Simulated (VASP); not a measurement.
Input of a VASP 6.6.1 run:

Contents of INCAR:

```
PREC = Accurate
ENCUT = 600
EDIFF = 1E-7
ISMEAR = 0
SIGMA = 0.1
LREAL = F
LASPH = T
NELM = 60
ALGO = Normal
ISIF = 3
LWAVE = F
LCHARG = F
GGA = PE
IBRION = 2
NSW = 90
EDIFFG = -0.04
```

File KPOINTS:

```
Automatic mesh
0
Gamma
  4 4 4
```

POSCAR

```
Na2HgH4
1.0
    0.0000000000      3.8800586900      3.8800586900
    3.8800586900      0.0000000000      3.8800586900
    3.8800586900      3.8800586900      0.0000000000
Na Hg H
2 1 4
Direct
    0.7500000000      0.7500000000      0.7500000000
    0.5000000000      0.5000000000      0.5000000000
    0.2500000000      0.2500000000      0.2500000000
    0.9387156500      0.9387156500      0.9387156500
    0.9387156500      0.9387156500      0.1838530600
    0.9387156500      0.1838530600      0.9387156500
    0.1838530600      0.9387156500      0.9387156500
```

Potentials or basis: VASP PAW PBE potentials, release 64 (Na_pv, Hg, H).

Command:

```console
$ cat potpaw_PBE.64/Na_pv/POTCAR potpaw_PBE.64/Hg/POTCAR potpaw_PBE.64/H/POTCAR > POTCAR
$ mpirun -np 1 vasp_std > vasp.out
```

**Question.** Estimate the space group after relaxing (to 0.1 Å).

**Answer.** F-43m (No. 216).

**Question.** Predict the relaxed cell.

**Answer.** a = 5.052 Å, b = 5.052 Å, c = 5.052 Å, α = 60.00°, β = 60.00°, γ = 60.00°.

**Question.** Predict the relaxed volume.

**Answer.** 13.02 Å³/atom.

Final structure:
```yaml
crystal:
  lattice:
    - [0.00000, 3.57207, 3.57207]
    - [3.57207, 0.00000, 3.57207]
    - [3.57207, 3.57207, 0.00000]
  atoms:
    - { symbol: Na, position: [0.75000, 0.75000, 0.75000] }
    - { symbol: Na, position: [0.50000, 0.50000, 0.50000] }
    - { symbol: Hg, position: [0.25000, 0.25000, 0.25000] }
    - { symbol: H, position: [0.92600, 0.92600, 0.92600] }
    - { symbol: H, position: [0.92600, 0.92600, 0.22201] }
    - { symbol: H, position: [0.92600, 0.22201, 0.92600] }
    - { symbol: H, position: [0.22201, 0.92600, 0.92600] }
```

Caveat: the volume moved by over 15 % at a fixed basis, so the end points are rough.
